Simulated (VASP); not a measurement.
Zr2In2O3:

```xyz
7
Lattice="2.5748 1.4865 4.1403 -2.5748 1.4865 4.1403 0.0000 -2.9731 4.1403" Properties=species:S:1:pos:R:3 pbc="T T T"
Zr    0.0000    0.0000    6.2105
Zr    0.0000    0.0000    0.0000
In    0.0000    0.0000    2.6705
In    0.0000    0.0000    9.7505
O    -1.2874   -0.7433    4.1403
O     1.2874   -0.7433    4.1403
O     0.0000    1.4865    4.1403
```

The cell was generated, and may not be a known phase.

| Property | Result |
| --- | --- |
| Program | VASP 6.6.1 |
| Task | relaxation of cell and atoms |
| Functional | PBE |
| Potentials or basis | VASP PAW PBE potentials, release 64 (Zr_sv, In_d, O) |
| Cutoff | 600 eV |
| k mesh | 6 × 6 × 6 |
| Occupations | gaussian, width 0.1 eV |
| Spin | no spin polarisation |

At the start: pressure 16.0 GPa; volume 13.58 Å³/atom.

Task: Where does the relaxation end?

Result: Over 6 steps the energy falls by 62.1 meV/atom and the volume is 14.96 Å³/atom (+10.1 %); space group R-3m (No. 166, to 0.1 Å) before and after.

Step by step:
| step | energy change (eV) | largest force (eV/Å) | pressure (GPa) | volume (Å³) |
| --- | --- | --- | --- | --- |
| 1 | 0.0000 | 0.8629 | 16.02 | 95.08 |
| 2 | 0.0860 | 1.2608 | -11.54 | 115.01 |
| 3 | -0.4163 | 0.3886 | 0.12 | 103.85 |
| 4 | -0.4165 | 0.3692 | 0.38 | 103.67 |
| 5 | -0.4331 | 0.1269 | 0.07 | 104.44 |
| 6 | -0.4344 | 0.0354 | -0.03 | 104.73 |

Final structure:
```yaml
crystal:
  lattice:
    - [2.66511, 1.53870, 4.25663]
    - [-2.66511, 1.53870, 4.25663]
    - [0.00000, -3.07740, 4.25663]
  atoms:
    - { symbol: Zr, position: [0.50000, 0.50000, 0.50000] }
    - { symbol: Zr, position: [0.00000, 0.00000, 0.00000] }
    - { symbol: In, position: [0.21500, 0.21500, 0.21500] }
    - { symbol: In, position: [0.78500, 0.78500, 0.78500] }
    - { symbol: O, position: [0.00000, 0.50000, 0.50000] }
    - { symbol: O, position: [0.50000, 0.00000, 0.50000] }
    - { symbol: O, position: [0.50000, 0.50000, 0.00000] }
```
